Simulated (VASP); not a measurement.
SiGe5, 6 atoms in the cell. The structure is cubic, space group F-43m (No. 216). Conventional cell: a = 7.801 Å, b = 7.801 Å, c = 7.801 Å, α = 90.00°, β = 90.00°, γ = 90.00°. Within 4.3 Å of Si (site symmetry -43m) lie 16 Ge at 3.23 to 3.38 Å. Within 4.3 Å of Ge (site symmetry -43m) lie 12 Ge at 3.23 Å and 4 Si at 3.38 Å. Within 3.6 Å of Ge (site symmetry 3m) lie 9 Ge at 2.75 to 3.23 Å and 3 Si at 3.23 Å. 

```yaml
Program: VASP 6.6.1
Task: single point
Functional: PBE
Potentials_or_basis: VASP PAW PBE potentials, release 64 (Si, Ge_d)
Cutoff: 520 eV
k_mesh: 8 × 8 × 8
Occupations: gaussian, width 0.1 eV
Spin: no spin polarisation
Dipole_correction: no
Further_INCAR_settings: ALGO = Normal; EDIFF = 1e-06; NBANDS = 46
```

Potentials or basis: VASP PAW PBE potentials, release 64 (Si, Ge_d).

Run with:

```bash
$ cat potpaw_PBE.64/Si/POTCAR potpaw_PBE.64/Ge_d/POTCAR > POTCAR
$ mpirun -np 1 vasp_std > vasp.out
```

Hardware: 1 thread of AMD EPYC 7R43 64-Core Processor (Zen 3), with other jobs on the host.

Problem. Estimate the wall time of this run.

Solution. Run time: 4.9 min on 1 thread of AMD EPYC 7R43 64-Core Processor (Zen 3), on a shared host, peak memory 0.26 GiB. Counts: scf iterations 13, k points 29.
